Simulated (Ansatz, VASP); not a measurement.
**Two plane-wave programs on Sb2Pt**

```
Pt Sb
1.0
     6.44230    0.00000    0.00000
     0.00000    6.44230    0.00000
     0.00000    0.00000    6.44230
Pt Sb
4 8
Direct
  0.00118 0.50047 0.50039
  0.50454 0.49372 0.00046
  0.49997 0.99458 0.49412
  0.99409 0.00103 0.99786
  0.37584 0.12126 0.87145
  0.12516 0.87666 0.38493
  0.87928 0.37371 0.11846
  0.62010 0.62833 0.62875
  0.63116 0.88162 0.12131
  0.88293 0.12698 0.62304
  0.11982 0.62744 0.87855
  0.38497 0.37998 0.37500
```

Change from the starting cell: atoms moved at random, drawn with an rms of 0.05 Å.

Alike in both runs: task single point; functional PBE; k mesh 4 × 4 × 4; occupations fermi-dirac, width 0.05 eV; no spin polarisation.

```csv
,VASP,Ansatz
version,VASP 6.6.1,Ansatz 0.2.0
potentials or method,"VASP PAW PBE potentials, release 64 (Pt, Sb)",Ansatz PAW
plane-wave cutoff (eV),520,420
valence electrons in the cell,80,192
```

```csv
,VASP,Ansatz,Ansatz less VASP
gap on the k mesh at the Fermi level (eV),none,none,-
pressure (GPa),6.4,6.8,+0.33
"traceless stress, the component that is largest in VASP (GPa)",-0.79,-0.79,-0.004
rms of the force components (eV/Å),0.447,0.439,-0.0081
```

Atom by atom the forces differ by 0.020 eV/Å (rms over components). A gap of «none» marks a metal or a gap that the smearing closes. VASP's potentials hold 80 valence electrons a cell and Ansatz's 192, so a difference there can come from the potentials and not from the codes.

Neither program's run includes spin-orbit coupling.
